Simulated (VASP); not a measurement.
# TiSi2 (Imm2) in VASP: single point with PBEsol

Aim: the single point of TiSi2 with PBEsol.

Program: VASP 6.6.1. These are calculated values, not measurements. Logs are shortened: lines on timing, memory, paths and dates and some standing lists are left out, and cuts for length are marked.

## Step 1: The cell of the first run

It takes space group Imm2 (No. 44, orthorhombic). Conventional cell: a = 3.389 Å, b = 8.335 Å, c = 2.934 Å, α = 90.00°, β = 90.00°, γ = 90.00°. Within 3.4 Å of Ti (site symmetry mm2) lie 10 Si at 2.60 to 2.76 Å and 4 Ti at 2.93 to 3.39 Å. Within 3.4 Å of Si (site symmetry m) lie 5 Ti at 2.60 to 2.76 Å and 9 Si at 2.61 to 3.39 Å.

## Step 2: Single point, PBEsol (atoms displaced along a vibrational mode)

INCAR

```
  PREC = Accurate
  ENCUT = 520
  EDIFF = 1E-7
  ISMEAR = 0
  SIGMA = 0.15
  LREAL = False
  LASPH = True
  NELM = 60
  ALGO = Normal
  ISIF = 2
  LWAVE = False
  LCHARG = False
  GGA = PS
  NBANDS = 17
```

KPOINTS

```
regular mesh
0
Gamma
  22 22 22
```

POSCAR

```
TiSi2
1.0
   -1.4670367768      1.6943352539      4.1674685307
    1.4670367768     -1.6943352539      4.1674685307
    1.4670367768      1.6943352539     -4.1674685307
Ti Si
1 2
Direct
    0.0000000000      0.0170411542      0.0170411542
    0.3303789149      0.3158567691     -0.0145221458
    0.6696210851      0.6550989393     -0.0145221458
```

Potentials or basis: VASP PAW PBE potentials, release 64 (Ti_sv, Si).

On the command line:

```console
$ cat potpaw_PBE.64/Ti_sv/POTCAR potpaw_PBE.64/Si/POTCAR > POTCAR
$ mpirun -np 1 vasp_std > vasp.out
```

OUTCAR:

```text
PREC = Accurate
   ENCUT = 520
   EDIFF = 1E-7
   ISMEAR = 0
   LREAL = False
   LASPH = True
   NELM = 60
   ISIF = 2
   GGA = PS

 ion  position               nearest neighbor table
   1  0.000  0.017  0.017-   3 2.60   3 2.60   2 2.60   2 2.60   3 2.70   3 2.70   2 2.70   2 2.70
                             2 2.76   3 2.76
   2  0.330  0.316  0.985-   1 2.60   1 2.60   3 2.61   3 2.61   3 2.61   3 2.61   1 2.70   1 2.70
                             1 2.76   3 2.83
   3  0.670  0.655  0.985-   1 2.60   1 2.60   2 2.61   2 2.61   2 2.61   2 2.61   1 2.70   1 2.70
                             1 2.76   2 2.83

  LATTYP: Found a body centered orthorhombic cell.
 ALAT       =     2.9340735536
 B/A-ratio  =     1.1549371363
 C/A-ratio  =     2.8407389621

  Lattice vectors:

 A1 = (  -1.4670367768,   1.6943352539,   4.1674685307)
 A2 = (   1.4670367768,  -1.6943352539,   4.1674685307)
 A3 = (   1.4670367768,   1.6943352539,  -4.1674685307)

Analysis of symmetry for initial positions (statically):
=====================================================================
 Subroutine PRICEL returns:
 Original cell was already a primitive cell.

 Routine SETGRP: Setting up the symmetry group for a
 body centered orthorhombic supercell.

 Subroutine GETGRP returns: Found  4 space group operations
 (whereof  4 operations were pure point group operations)
 out of a pool of  8 trial point group operations.

The static configuration has the point symmetry C_2v.

Analysis of symmetry for dynamics (positions and initial velocities):
=====================================================================
 Subroutine PRICEL returns:
 Original cell was already a primitive cell.

 Routine SETGRP: Setting up the symmetry group for a
 body centered orthorhombic supercell.

 Subroutine GETGRP returns: Found  4 space group operations
 (whereof  4 operations were pure point group operations)
 out of a pool of  8 trial point group operations.

The dynamic configuration has the point symmetry C_2v.

 Subroutine INISYM returns: Found  4 space group operations
 (whereof  4 operations are pure point group operations),
 and found     1 'primitive' translations

----------------------------------------------------------------------------------------

                                     Primitive cell

  volume of cell :      41.4355

  direct lattice vectors                    reciprocal lattice vectors
    -1.467036777  1.694335254  4.167468531     0.000000000  0.295100984  0.119976911
     1.467036777 -1.694335254  4.167468531     0.340823085  0.000000000  0.119976911
     1.467036777  1.694335254 -4.167468531     0.340823085  0.295100984  0.000000000

  length of vectors
     4.731887870  4.731887870  4.731887870     0.318557765  0.361323725  0.450826980

  position of ions in fractional coordinates (direct lattice)
     0.000000000  0.017041154  0.017041154
     0.330378915  0.315856769  0.985477854
     0.669621085  0.655098939  0.985477854

  ion indices of the primitive-cell ions
   primitive index   ion index
                 1           1
                 2           2
                 3           3

----------------------------------------------------------------------------------------

 KPOINTS: regular mesh

Automatic generation of k-mesh.
 Grid dimensions read from file:
 generate k-points for:   22   22   22

 Generating k-lattice:

  Cartesian coordinates                     Fractional coordinates (reciprocal lattice)
     0.000000000  0.013413681  0.005453496     0.045454545  0.000000000  0.000000000
     0.015491958  0.000000000  0.005453496     0.000000000  0.045454545  0.000000000
     0.015491958  0.013413681  0.000000000     0.000000000  0.000000000  0.045454545

  Length of vectors
     0.014479898  0.016423806  0.020492135

  Shift w.r.t. Gamma in fractional coordinates (k-lattice)
     0.000000000  0.000000000  0.000000000

 Subroutine IBZKPT returns following result:
 ===========================================

 Found   1530 irreducible k-points:

 Following reciprocal coordinates:
            Coordinates               Weight
  0.000000  0.000000  0.000000      1.000000
  0.045455 -0.000000  0.000000      4.000000
  0.090909 -0.000000  0.000000      4.000000
  0.136364  0.000000  0.000000      4.000000
  0.181818 -0.000000  0.000000      4.000000
  0.227273 -0.000000  0.000000      4.000000
[... 16 lines left out ...]
  0.454545  0.045455  0.000000      8.000000
  0.500000  0.045455  0.000000      8.000000
 [... further k-points ...]
   k-points           NKPTS =   1530   k-points in BZ     NKDIM =   1530   number of bands    NBANDS=     17
   number of dos      NEDOS =    301   number of ions     NIONS =      3
   total plane-waves  NPLWV =  46656
   dimension x,y,z NGX =    36 NGY =   36 NGZ =   36
   dimension x,y,z NGXF=    72 NGYF=   72 NGZF=   72
   ions per type =               1   2
   NGX,Y,Z   is equivalent  to a cutoff of  12.65, 12.65, 12.65 a.u.
   NGXF,Y,Z  is equivalent  to a cutoff of  25.30, 25.30, 25.30 a.u.
 SYSTEM =  unknown system
   PREC   = accura    normal or accurate (medium, high low for compatibility)
   ISTART =      0    job   : 0-new  1-cont  2-samecut
   ICHARG =      2    charge: 1-file 2-atom 10-const
   ISPIN  =      1    spin polarized calculation?
   LNONCOLLINEAR =      F non collinear calculations
   LSORBIT =      F    spin-orbit coupling
   LASPH  =      T    aspherical Exc in radial PAW
   ENCUT  =  520.0 eV  38.22 Ry    6.18 a.u.   8.80  8.80  8.80*2*pi/ulx,y,z
   NELM   =     60;   NELMIN=  2; NELMDL= -5     # of ELM steps
   EDIFF  = 0.1E-06   stopping-criterion for ELM
   LREAL  =      F    real-space projection
   EDIFFG = 0.1E-05   stopping-criterion for IOM
   NSW    =      0    number of steps for IOM
   IBRION =     -1    ionic relax: 0-MD 1-quasi-New 2-CG
   NFREE  =      0    steps in history (QN), initial steepest desc. (CG)
   ISIF   =      2    stress and relaxation
   ISYM   =      2    0-nonsym 1-usesym 2-fastsym
   POTIM  = 0.5000    time-step for ionic-motion
   TEBEG  =    0.0;   TEEND  =   0.0 temperature during run
   PSTRESS=    0.0 pullay stress
   NELECT =      20.0000    total number of electrons
   NUPDOWN=      -1.0000    fix difference up-down
   EMIN   =  10.00;   EMAX   =-10.00  energy-range for DOS
   EFERMI =   0.00;   METHOD = LEGACY
   ISMEAR =     0;   SIGMA  =   0.15  broadening in eV -4-tet -1-fermi 0-gaus
   EFERMI_NEDOS =   21; number of points for ismear=-14 and -15
   IALGO  =     38    algorithm
   IMIX   =      4    mixing-type and parameters
     AMIX     =   0.40;   BMIX     =  1.00
     AMIX_MAG =   1.60;   BMIX_MAG =  1.00
  volume/ion in A,a.u.               =      13.81        93.21
  Fermi-wavevector in a.u.,A,eV,Ry     =   1.284184  2.426756 22.437758  1.649129
  Thomas-Fermi vector in A             =   2.416393
   LORBIT       =      0    0 simple, 1 ext, 2 COOP (PROOUT), +10 PAW based schemes
   GGA     = PS    functional components
   LHFCALC =     F    Hartree Fock is set to
   AEXX    =    0.0000 exact exchange contribution
   IVDW    =     0    specifies the selected vdW correction
   LEPSILON=     F    determine dielectric tensor
   LRPA    =     F    only Hartree local field effects (RPA)
 non-spin polarized calculation
 Gauss-broadening in eV      SIGMA  =   0.15
  energy-cutoff  :      520.00
  volume of cell :       41.44
 maximum number of plane-waves:      1136
   NGX = 17   NGY = 17   NGZ = 17

 number of electron      19.9999999 magnetization

 Free energy of the ion-electron system (eV)
  ---------------------------------------------------
  ext. energy  EPLUGINS =         0.00000000
  ---------------------------------------------------
  free energy    TOTEN  =       -21.31799585 eV

  energy without entropy =      -21.30344293  energy(sigma->0) =      -21.31071939

 E-fermi :  10.1975     XC(G=0): -11.8891

 val. band max:       10.1971072751   @ k =  -0.0455   0.2727   0.0455
 cond. band min:      10.1996334759   @ k =  -0.0455   0.0455   0.0455
 fundamental gap:      0.0025262008
 Fermi energy:        10.1975237704

 k-point     1 :       0.0000    0.0000    0.0000
  band No.  band energies     occupation
      1     -45.7252      2.00000
      2     -22.1642      2.00000
      3     -22.1464      2.00000
      4     -21.8879      2.00000
      5      -2.4804      2.00000
      6       5.3690      2.00000
[... 9 lines left out ...]
     16      15.4804      0.00000
     17      16.3615      0.00000

 k-point     2 :       0.0455   -0.0000    0.0000
  band No.  band energies     occupation
      1     -45.7250      2.00000
      2     -22.1641      2.00000
      3     -22.1487      2.00000
      4     -21.8877      2.00000
      5      -2.4492      2.00000
      6       5.2940      2.00000
[... 9 lines left out ...]
     16      15.4894      0.00000
     17      16.3467      0.00000

 k-point     3 :       0.0909   -0.0000    0.0000
  band No.  band energies     occupation
      1     -45.7246      2.00000
      2     -22.1636      2.00000
      3     -22.1552      2.00000
      4     -21.8873      2.00000
      5      -2.3561      2.00000
      6       5.1111      2.00000
[... 9 lines left out ...]
     16      15.5172      0.00000
     17      16.3778      0.00000

 k-point     4 :       0.1364    0.0000    0.0000
  band No.  band energies     occupation
      1     -45.7238      2.00000
      2     -22.1656      2.00000
      3     -22.1627      2.00000
      4     -21.8865      2.00000
      5      -2.2020      2.00000
      6       4.8642      2.00000
[... 9 lines left out ...]
     16      15.7648      0.00000
     17      16.5033      0.00000
[... 343 lines left out ...]
      1     -45.7174      2.00000
      2     -22.2466      2.00000
      3     -22.1556      2.00000
      4     -21.8880      2.00000
      5      -0.0480      2.00000
      6       2.0142      2.00000
[... 9 lines left out ...]
     16      16.8867      0.00000
     17      17.8473      0.00000

 k-point    23 :       0.4545    0.0455    0.0000
  band No.  band energies     occupation
      1     -45.7169      2.00000
      2     -22.2530      2.00000
      3     -22.1550      2.00000
      4     -21.8875      2.00000
      5       0.4453      2.00000
      6       1.4563      2.00000
[... 9 lines left out ...]
     16      16.6124      0.00000
     17      17.5925      0.00000

 k-point    24 :       0.5000    0.0455    0.0000
  band No.  band energies     occupation
      1     -45.7168      2.00000
      2     -22.2552      2.00000
      3     -22.1547      2.00000
      4     -21.8874      2.00000
      5       0.7978      2.00000
      6       1.0824      2.00000
[... 9 lines left out ...]
     16      16.5092      0.00000
     17      17.5997      0.00000

 [... further k-points ...]
[... 5 lines left out ...]
  --------------------------------------------------------------------------------------
  -------------------------------------------------------------------------------------
  Total        0.0723538      0.1779027      0.0984336      0.0000000      0.0000000      0.0000000
  in kB        2.7976886      6.8789214      3.8061108      0.0000000      0.0000000      0.0000000
  external PRESSURE =       4.4942403 kB  Pullay stress =       0.0000000 kB

 VOLUME and BASIS-vectors are now :
 -----------------------------------------------------------------------------
  energy-cutoff  :      520.00
  volume of cell :       41.44
      direct lattice vectors                 reciprocal lattice vectors
    -1.467036777  1.694335254  4.167468531     0.000000000  0.295100984  0.119976911
     1.467036777 -1.694335254  4.167468531     0.340823085  0.000000000  0.119976911
     1.467036777  1.694335254 -4.167468531     0.340823085  0.295100984  0.000000000

 POSITION                                       TOTAL-FORCE (eV/Angst)
 -----------------------------------------------------------------------------------
      0.05000      0.00000      0.00000        -0.599530     -0.000000     -0.000000
      1.42443      1.69434     -1.41378         0.299765      0.000000     -0.058959
      1.42443      1.69434      1.41378         0.299765      0.000000      0.058959
 -----------------------------------------------------------------------------------
    total drift:                                0.000061     -0.000000     -0.000000

  FREE ENERGIE OF THE ION-ELECTRON SYSTEM (eV)
  ---------------------------------------------------
  free  energy   TOTEN  =       -21.3179958477 eV

  energy  without entropy=      -21.3034429297  energy(sigma->0) =      -21.31071939
```

Wall time 10 min (1 thread of Intel Xeon 6975P-C (Granite Rapids), shared host); peak memory 1.1 GiB.

What came out:

```yaml
Free_energy: -21.3180 eV
Pressure: 0.4 GPa
Largest_force: 0.600 eV/Å
Band_gap_on_the_k_mesh: zero (bands 10 and 11 overlap by 2.49 eV)
```

Forces in eV/Å, atoms in the order of the input:
```
Ti  -0.600  0.000  0.000
Si   0.300  0.000 -0.059
Si   0.300  0.000  0.059
```

Levels at points of the mesh, in eV from the Fermi level:
| k point | band 6 | band 7 | band 8 | band 9 | band 10 | band 11 | band 12 | band 13 | band 14 | band 15 |
| --- | --- | --- | --- | --- | --- | --- | --- | --- | --- | --- |
| (0.00, 0.00, 0.00) | -4.83 | -4.03 | -2.12 | -0.66 | 0.75 | 2.19 | 2.42 | 3.34 | 3.94 | 4.27 |
| (0.50, 0.00, 0.00) | -9.16 | -4.34 | -3.75 | -0.68 | 0.94 | 2.07 | 2.69 | 3.69 | 4.18 | 5.57 |
| (0.00, 0.50, 0.00) | -8.19 | -3.68 | -3.37 | -0.93 | -0.45 | 0.98 | 2.93 | 3.53 | 4.17 | 4.44 |
| (0.50, 0.50, 0.00) | -5.37 | -5.11 | -4.59 | -2.93 | -1.33 | -0.63 | 2.86 | 3.03 | 3.31 | 3.65 |
| (0.50, 0.50, 0.50) | -8.92 | -1.30 | -1.20 | -0.37 | 0.49 | 2.00 | 2.51 | 2.53 | 3.92 | 4.06 |

Caveat: the cell differs from its parent crystal (atoms displaced along a vibrational mode); the PAW data sets were made with another functional, which shifts forces and pressure a little.
